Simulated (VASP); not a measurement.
# MgO (I4mm) in VASP: notebook

Runs on MgO. Level: PBEsol. Tasks: single point.

All numbers are computed with VASP 6.6.1; they aren't measurements. Logs are shortened: lines on timing, memory, paths and dates and some standing lists are left out, and cuts for length are marked.

**1. The cell of the first run**

It takes space group I4mm (No. 107, tetragonal). The conventional cell has a = 3.030 Å, b = 3.030 Å, c = 4.286 Å, α = 90.00°, β = 90.00°, γ = 90.00°. Within 2.7 Å of Mg (site symmetry 4mm) lie 6 O at 2.01 to 2.28 Å. Within 2.7 Å of O (site symmetry 4mm) lie 6 Mg at 2.01 to 2.28 Å.

**2. Single point, PBEsol**

Input file INCAR:

```
SYSTEM = MgO
PREC = Accurate ; ENCUT = 520
EDIFF = 1E-6 ; ISMEAR = 0
SIGMA = 0.05 ; LREAL = .FALSE.
LASPH = .TRUE. ; NELM = 100
ALGO = Normal ; ISIF = 2
LWAVE = .FALSE. ; LCHARG = .TRUE.
GGA = PS ; LELF = .TRUE.
LVHAR = .TRUE. ; NBANDS = 11
```

Input file KPOINTS:

```
Automatic mesh
0
G
  10 10 10
  0 0 0
```

Input file POSCAR:

```
MgO
1.0
    0.0000000000      2.1427928167      2.1427928167
    2.1427928167      0.0000000000      2.1427928167
    2.1427928167      2.1427928167      0.0000000000
Mg O
1 1
Direct
    0.0126180202      0.0126180202     -0.0126180202
    0.4808312406      0.4808312406      0.5191687594
```

Potentials or basis: VASP PAW PBE potentials, release 64 (Mg, O).

On the command line:

```bash
$ cat potpaw_PBE.64/Mg/POTCAR potpaw_PBE.64/O/POTCAR > POTCAR
$ mpirun -np 1 vasp_std > vasp.out
```

OUTCAR:

```text
SYSTEM = MgO
   PREC = Accurate
   ENCUT = 520
   EDIFF = 1E-6
   ISMEAR = 0
   LREAL = .FALSE.
   LASPH = .TRUE.
   NELM = 100
   ISIF = 2
   GGA = PS

 ion  position               nearest neighbor table
   1  0.013  0.013  0.987-   2 2.01   2 2.15   2 2.15   2 2.15   2 2.15   2 2.28
   2  0.481  0.481  0.519-   1 2.01   1 2.15   1 2.15   1 2.15   1 2.15   1 2.28

  LATTYP: Found a face centered cubic cell.
 ALAT       =     4.2855856334

  Lattice vectors:

 A1 = (   0.0000000000,   2.1427928167,   2.1427928167)
 A2 = (   2.1427928167,   0.0000000000,   2.1427928167)
 A3 = (   2.1427928167,   2.1427928167,   0.0000000000)

Analysis of symmetry for initial positions (statically):
=====================================================================
 Subroutine PRICEL returns:
 Original cell was already a primitive cell.

 Routine SETGRP: Setting up the symmetry group for a
 face centered cubic supercell.

 Subroutine GETGRP returns: Found  8 space group operations
 (whereof  8 operations were pure point group operations)
 out of a pool of 48 trial point group operations.

The static configuration has the point symmetry C_4v.

Analysis of symmetry for dynamics (positions and initial velocities):
=====================================================================
 Subroutine PRICEL returns:
 Original cell was already a primitive cell.

 Routine SETGRP: Setting up the symmetry group for a
 face centered cubic supercell.

 Subroutine GETGRP returns: Found  8 space group operations
 (whereof  8 operations were pure point group operations)
 out of a pool of 48 trial point group operations.

The dynamic configuration has the point symmetry C_4v.

 Subroutine INISYM returns: Found  8 space group operations
 (whereof  8 operations are pure point group operations),
 and found     1 'primitive' translations

----------------------------------------------------------------------------------------

                                     Primitive cell

  volume of cell :      19.6775

  direct lattice vectors                    reciprocal lattice vectors
     0.000000000  2.142792817  2.142792817    -0.233340338  0.233340338  0.233340338
     2.142792817  0.000000000  2.142792817     0.233340338 -0.233340338  0.233340338
     2.142792817  2.142792817  0.000000000     0.233340338  0.233340338 -0.233340338

  length of vectors
     3.030366663  3.030366663  3.030366663     0.404157321  0.404157321  0.404157321

  position of ions in fractional coordinates (direct lattice)
     0.012618020  0.012618020  0.987381980
     0.480831241  0.480831241  0.519168759

  ion indices of the primitive-cell ions
   primitive index   ion index
                 1           1
                 2           2

----------------------------------------------------------------------------------------

 KPOINTS: Automatic mesh

Automatic generation of k-mesh.
 Grid dimensions read from file:
 generate k-points for:   10   10   10

 Generating k-lattice:

  Cartesian coordinates                     Fractional coordinates (reciprocal lattice)
    -0.023334034  0.023334034  0.023334034     0.100000000  0.000000000  0.000000000
     0.023334034 -0.023334034  0.023334034     0.000000000  0.100000000  0.000000000
     0.023334034  0.023334034 -0.023334034     0.000000000  0.000000000  0.100000000

  Length of vectors
     0.040415732  0.040415732  0.040415732

  Shift w.r.t. Gamma in fractional coordinates (k-lattice)
     0.000000000  0.000000000  0.000000000

 Subroutine IBZKPT returns following result:
 ===========================================

 Found    102 irreducible k-points:

 Following reciprocal coordinates:
            Coordinates               Weight
  0.000000  0.000000  0.000000      1.000000
  0.100000  0.000000  0.000000      8.000000
  0.200000  0.000000  0.000000      8.000000
  0.300000  0.000000  0.000000      8.000000
  0.400000  0.000000  0.000000      8.000000
  0.500000  0.000000  0.000000      4.000000
[... 16 lines left out ...]
 -0.100000  0.100000  0.000000      4.000000
  0.000000 -0.100000  0.100000      8.000000
 [... further k-points ...]
   k-points           NKPTS =    102   k-points in BZ     NKDIM =    102   number of bands    NBANDS=     11
   number of dos      NEDOS =    301   number of ions     NIONS =      2
   total plane-waves  NPLWV =  13824
   dimension x,y,z NGX =    24 NGY =   24 NGZ =   24
   dimension x,y,z NGXF=    48 NGYF=   48 NGZF=   48
   ions per type =               1   1
   NGX,Y,Z   is equivalent  to a cutoff of  13.17, 13.17, 13.17 a.u.
   NGXF,Y,Z  is equivalent  to a cutoff of  26.33, 26.33, 26.33 a.u.
 SYSTEM =  MgO
   PREC   = accura    normal or accurate (medium, high low for compatibility)
   ISTART =      0    job   : 0-new  1-cont  2-samecut
   ICHARG =      2    charge: 1-file 2-atom 10-const
   ISPIN  =      1    spin polarized calculation?
   LNONCOLLINEAR =      F non collinear calculations
   LSORBIT =      F    spin-orbit coupling
   LASPH  =      T    aspherical Exc in radial PAW
   ENCUT  =  520.0 eV  38.22 Ry    6.18 a.u.   5.63  5.63  5.63*2*pi/ulx,y,z
   NELM   =    100;   NELMIN=  2; NELMDL= -5     # of ELM steps
   EDIFF  = 0.1E-05   stopping-criterion for ELM
   LREAL  =      F    real-space projection
   EDIFFG = 0.1E-04   stopping-criterion for IOM
   NSW    =      0    number of steps for IOM
   IBRION =     -1    ionic relax: 0-MD 1-quasi-New 2-CG
   NFREE  =      0    steps in history (QN), initial steepest desc. (CG)
   ISIF   =      2    stress and relaxation
   ISYM   =      2    0-nonsym 1-usesym 2-fastsym
   POTIM  = 0.5000    time-step for ionic-motion
   TEBEG  =    0.0;   TEEND  =   0.0 temperature during run
   PSTRESS=    0.0 pullay stress
   NELECT =       8.0000    total number of electrons
   NUPDOWN=      -1.0000    fix difference up-down
   EMIN   =  10.00;   EMAX   =-10.00  energy-range for DOS
   EFERMI =   0.00;   METHOD = LEGACY
   ISMEAR =     0;   SIGMA  =   0.05  broadening in eV -4-tet -1-fermi 0-gaus
   EFERMI_NEDOS =   21; number of points for ismear=-14 and -15
   IALGO  =     38    algorithm
   IMIX   =      4    mixing-type and parameters
     AMIX     =   0.40;   BMIX     =  1.00
     AMIX_MAG =   1.60;   BMIX_MAG =  1.00
  volume/ion in A,a.u.               =       9.84        66.40
  Fermi-wavevector in a.u.,A,eV,Ry     =   1.212778  2.291818 20.011864  1.470830
  Thomas-Fermi vector in A             =   2.348251
   LORBIT       =      0    0 simple, 1 ext, 2 COOP (PROOUT), +10 PAW based schemes
   GGA     = PS    functional components
   LHFCALC =     F    Hartree Fock is set to
   AEXX    =    0.0000 exact exchange contribution
   IVDW    =     0    specifies the selected vdW correction
   LEPSILON=     F    determine dielectric tensor
   LRPA    =     F    only Hartree local field effects (RPA)
 non-spin polarized calculation
 Gauss-broadening in eV      SIGMA  =   0.05
  energy-cutoff  :      520.00
  volume of cell :       19.68
 maximum number of plane-waves:       544
   NGX = 11   NGY = 11   NGZ = 11

 number of electron       8.0000001 magnetization

 Free energy of the ion-electron system (eV)
  ---------------------------------------------------
  ext. energy  EPLUGINS =         0.00000000
  ---------------------------------------------------
  free energy    TOTEN  =       -12.44642835 eV

  energy without entropy =      -12.44642835  energy(sigma->0) =      -12.44642835

 E-fermi :   2.9242     XC(G=0): -11.0550

 val. band max:        2.6722796715   @ k =   0.0000   0.0000   0.0000
 cond. band min:       6.8201915361   @ k =   0.0000   0.0000   0.0000
 fundamental gap:      4.1479118646
 Fermi energy:         2.9241764865

 k-point     1 :       0.0000    0.0000    0.0000
  band No.  band energies     occupation
      1     -14.2663      2.00000
      2       2.6465      2.00000
      3       2.6723      2.00000
      4       2.6723      2.00000
      5       6.8202      0.00000
      6      18.0615      0.00000
      7      18.0972      0.00000
      8      18.0972      0.00000
      9      21.7015      0.00000
     10      23.5764      0.00000
     11      23.6123      0.00000

 k-point     2 :       0.1000    0.0000    0.0000
  band No.  band energies     occupation
      1     -14.1685      2.00000
      2       2.0073      2.00000
      3       2.6008      2.00000
      4       2.6112      2.00000
      5       7.4590      0.00000
      6      16.8010      0.00000
      7      18.2989      0.00000
      8      18.3121      0.00000
      9      22.7666      0.00000
     10      22.8021      0.00000
     11      23.3368      0.00000

 k-point     3 :       0.2000    0.0000    0.0000
  band No.  band energies     occupation
      1     -13.8998      2.00000
      2       0.7294      2.00000
      3       2.4456      2.00000
      4       2.4563      2.00000
      5       8.6569      0.00000
      6      15.2581      0.00000
      7      18.6893      0.00000
      8      18.7108      0.00000
      9      22.0765      0.00000
     10      22.1523      0.00000
     11      24.0216      0.00000

 k-point     4 :       0.3000    0.0000    0.0000
  band No.  band energies     occupation
      1     -13.5390      2.00000
      2      -0.5256      2.00000
      3       2.2629      2.00000
      4       2.2737      2.00000
      5       9.6239      0.00000
      6      14.4737      0.00000
      7      18.7149      0.00000
      8      18.7184      0.00000
      9      22.5494      0.00000
     10      22.5793      0.00000
     11      23.4407      0.00000
[... 239 lines left out ...]
 k-point    22 :       0.0000   -0.2000    0.1000
  band No.  band energies     occupation
      1     -13.7161      2.00000
      2       0.2207      2.00000
      3       2.0459      2.00000
      4       2.4144      2.00000
      5       9.3948      0.00000
      6      14.6805      0.00000
      7      18.0839      0.00000
      8      19.3055      0.00000
      9      20.9446      0.00000
     10      22.9571      0.00000
     11      24.9769      0.00000

 k-point    23 :      -0.1000    0.1000    0.0000
  band No.  band energies     occupation
      1     -14.0144      2.00000
      2       1.3031      2.00000
      3       2.3503      2.00000
      4       2.5702      2.00000
      5       8.2655      0.00000
      6      15.7243      0.00000
      7      18.3576      0.00000
      8      18.7183      0.00000
      9      21.3987      0.00000
     10      22.8903      0.00000
     11      24.7967      0.00000

 k-point    24 :       0.0000   -0.1000    0.1000
  band No.  band energies     occupation
      1     -14.0143      2.00000
      2       1.3076      2.00000
      3       2.3564      2.00000
      4       2.5613      2.00000
      5       8.2521      0.00000
      6      15.7417      0.00000
      7      18.3363      0.00000
      8      18.7359      0.00000
      9      21.4976      0.00000
     10      22.8854      0.00000
     11      24.6605      0.00000

 [... further k-points ...]

------------------------ aborting loop because EDIFF is reached ----------------------------------------

  FORCE on cell =-STRESS in cart. coord.  units (eV):
  Direction    XX          YY          ZZ          XY          YZ          ZX
  --------------------------------------------------------------------------------------
  -------------------------------------------------------------------------------------
  Total       -0.9688104     -0.9688104     -0.2968823      0.0000000      0.0000000      0.0000000
  in kB      -78.8821632    -78.8821632    -24.1726549      0.0000000      0.0000000      0.0000000
  external PRESSURE =     -60.6456604 kB  Pullay stress =       0.0000000 kB

 VOLUME and BASIS-vectors are now :
 -----------------------------------------------------------------------------
  energy-cutoff  :      520.00
  volume of cell :       19.68
      direct lattice vectors                 reciprocal lattice vectors
     0.000000000  2.142792817  2.142792817    -0.233340338  0.233340338  0.233340338
     2.142792817  0.000000000  2.142792817     0.233340338 -0.233340338  0.233340338
     2.142792817  2.142792817  0.000000000     0.233340338  0.233340338 -0.233340338

 POSITION                                       TOTAL-FORCE (eV/Angst)
 -----------------------------------------------------------------------------------
      2.14279      2.14279      0.05408         0.000000      0.000000     -0.651420
      2.14279      2.14279      2.06064         0.000000      0.000000      0.651420
 -----------------------------------------------------------------------------------
    total drift:                               -0.000000     -0.000000      0.000611

  FREE ENERGIE OF THE ION-ELECTRON SYSTEM (eV)
  ---------------------------------------------------
  free  energy   TOTEN  =       -12.4464283477 eV

  energy  without entropy=      -12.4464283477  energy(sigma->0) =      -12.44642835
```

Run time: 13 s. Hardware: 1 thread of AMD EPYC 9R45 (Zen 5), shared host; peak memory 0.12 GiB.

What came out:

- Free energy: -12.4464 eV
- Pressure: -6.1 GPa
- Largest force: 0.651 eV/Å
- Band gap on the k mesh: 4.15 eV, direct

Forces on the atoms (eV/Å):
```
Mg   0.000  0.000 -0.651
O    0.000  0.000  0.651
```

Levels at points of the mesh, in eV from the valence-band top:
```
           k point  band 2  band 3  band 4  band 5  band 6  band 7
(0.00, 0.00, 0.00)   -0.03    0.00    0.00    4.15   15.39   15.42
(0.50, 0.00, 0.00)   -4.44   -0.60   -0.59    7.44   11.86   15.65
(0.50, 0.50, 0.00)   -3.90   -1.28   -1.28    8.88    9.23   12.47
(0.00, 0.50, 0.50)   -3.92   -1.30   -1.29    8.93    9.26   12.46
```

Caveat: the PAW data sets were made with another functional, which shifts forces and pressure a little. As with any semilocal functional, this PBEsol gap is likely too small.

**3. Single point, PBEsol**

This run uses another cell than the first one, of 8.68 Å³/atom, 0.882 times its volume.

Input file INCAR:

```
SYSTEM = MgO
ALGO     = Normal         ! electronic algorithm
EDIFF    = 1E-6           ! SCF threshold, eV
ENCUT    = 520            ! plane-wave cutoff, eV
GGA      = PS             ! functional
ISIF     = 2              ! what is computed and relaxed
ISMEAR   = 0              ! smearing method
LASPH    = .True.         ! aspherical terms in the spheres
LCHARG   = .True.         ! write CHGCAR
LELF     = .True.         ! ELF
LREAL    = .False.        ! projectors in reciprocal space
LVHAR    = .True.       
LWAVE    = .False.        ! write WAVECAR
NBANDS   = 11             ! bands
NELM     = 100            ! most SCF steps
PREC     = Accurate       ! precision mode
SIGMA    = 0.05           ! smearing width, eV
```

Input file KPOINTS:

```
k-points
0
Gamma
  10 10 10
  0 0 0
```

Input file POSCAR:

```
MgO
1.0
    0.0000000000      2.0549060650      2.0549060650
    2.0549060650      0.0000000000      2.0549060650
    2.0549060650      2.0549060650      0.0000000000
Mg O
1 1
Direct
    0.0189270304      0.0189270304     -0.0189270304
    0.4712468609      0.4712468609      0.5287531391
```

Potentials or basis: VASP PAW PBE potentials, release 64 (Mg, O).

On the command line:

```bash
$ cat potpaw_PBE.64/Mg/POTCAR potpaw_PBE.64/O/POTCAR > POTCAR
$ mpirun -np 1 vasp_std > vasp.out
```

Run time: 14 s. Hardware: 1 thread of Intel Xeon Platinum 8488C (Sapphire Rapids), shared host; peak memory 0.15 GiB.

It converged, with:

```yaml
Free_energy: -12.2954 eV
Pressure: 18.7 GPa
Largest_force: 1.871 eV/Å
Band_gap_on_the_k_mesh: 5.36 eV, direct
```

Forces in eV/Å, atoms in the order of the input:
```
Mg   0.000  0.000 -1.871
O    0.000  0.000  1.871
```

Stress tensor (GPa, compression positive):
```
12.19  0.00  0.00
 0.00 12.19  0.00
 0.00  0.00 31.79
```

Levels at points of the mesh, in eV from the valence-band top:
```
           k point  band 1  band 2  band 3  band 4  band 5  band 6  band 7  band 8
(0.00, 0.00, 0.00)  -17.57   -0.04    0.00    0.00    5.36   16.16   16.26   16.26
(0.50, 0.00, 0.00)  -16.08   -4.97   -0.72   -0.71    8.25   13.18   16.93   17.07
(0.50, 0.50, 0.00)  -15.79   -4.35   -1.43   -1.43    9.04   10.39   13.85   20.06
(0.00, 0.50, 0.50)  -15.78   -4.42   -1.49   -1.43    9.18   10.47   13.83   19.93
```

Caveat: the PAW data sets were made with another functional, which shifts forces and pressure a little. Expect the measured gap to be larger: semilocal functionals such as PBEsol lack the derivative discontinuity.
